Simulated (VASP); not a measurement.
Here is a VASP 6.6.1 calculation.

INCAR

```
PREC = Accurate
ENCUT = 520
EDIFF = 1E-6
ISMEAR = 0
SIGMA = 0.15
LREAL = F
LASPH = T
NELM = 60
ALGO = Fast
ISIF = 2
LWAVE = F
LCHARG = F
GGA = CA
NBANDS = 11
```

Contents of KPOINTS:

```
regular mesh
0
Gamma
  22 22 22
```

File POSCAR:

```
Pt
1.0
    0.0000000000      2.1549325950      1.3983357609
    2.1549325950      0.0000000000      1.3983357609
    2.1549325950      2.1549325950      0.0000000000
Pt
1
Direct
    0.0000000000      0.0000000000      0.0000000000
```

Potentials or basis: VASP PAW LDA potentials, release 64 (Pt).

Run with:

```sh
$ cat potpaw_LDA.64/Pt/POTCAR > POTCAR
$ mpirun -np 1 vasp_std > vasp.out
```

Task: What does it give for the pressure?

Result: 60.0 GPa.

Task: Estimate the band gap on the k mesh.

Result: Zero (band 5 reaches 15.46 eV, above the bottom of band 6 at 12.40 eV).

Stress tensor (GPa, compression positive):
```
64.71  0.00  0.00
 0.00 64.71  0.00
 0.00  0.00 50.47
```

Caveat: spin-orbit coupling is left out, which moves the levels of the heavy elements.
